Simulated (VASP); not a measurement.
A run of VASP 6.6.1 is set up as follows.

Contents of INCAR:

```
SYSTEM = SnS2
  PREC = Accurate
  ENCUT = 400
  EDIFF = 1E-6
  ISMEAR = 0
  SIGMA = 0.05
  LREAL = .False.
  LASPH = .True.
  NELM = 120
  ALGO = Normal
  ISIF = 2
  LWAVE = .False.
  LCHARG = .True.
  LDIPOL = .True.
  IDIPOL = 3
  DIPOL = 0.5 0.5 0.500
  GGA = PS
  LELF = .True.
  LVHAR = .True.
  LVACPOTAV = .True.
  NBANDS = 78
  ISYM = 0
  GGA_COMPAT = .False.
  NELMDL = -8
```

The input KPOINTS:

```
regular mesh
0
Gamma
  8 4 1
  0 0 0
```

POSCAR

```
SnS2
1.0
    3.6513143030      0.0000000000      0.0000000000
   -1.8256571515      6.8344400096      0.0000000000
    0.0000000000      0.0000000000     26.7183670518
S Sn
10 5
Direct
    0.9878657370      0.9757275627      0.2654337619
    0.2299538720      0.4598899063      0.2999225772
    0.5790014011      0.1579794074      0.3896761886
    0.8441912482      0.6883829054      0.4041942802
    0.1900365857      0.3800647719      0.4906519290
    0.4521806437      0.9043697285      0.5093489498
    0.7980184976      0.5960365420      0.5958082646
    0.0632084634      0.1264402704      0.6103215649
    0.4122460432      0.8245100051      0.7000772929
    0.6543325129      0.3086689468      0.7345651309
    0.5917886353      0.1835714633      0.2963346639
    0.2135177262      0.4270249805      0.3950136873
    0.8211082680      0.6422165522      0.5000017049
    0.4286923274      0.8573950930      0.6049870732
    0.0504110737      0.1008279356      0.7036629307
```

Potentials or basis: VASP PAW PBE potentials, release 64 (S, Sn_d).

The run is started by

```sh
$ cat potpaw_PBE.64/S/POTCAR potpaw_PBE.64/Sn_d/POTCAR > POTCAR
$ mpirun -np 1 vasp_std > vasp.out
```

(1) Predict the band gap on the k mesh.

(2) Predict the largest force.

## Answers

(1) 1.29 eV (least direct gap 1.45 eV).

(2) 0.017 eV/Å.

Caveat: the PAW data sets were made with another functional, which shifts forces and pressure a little; spin-orbit coupling is left out, which moves the levels of the heavy elements.
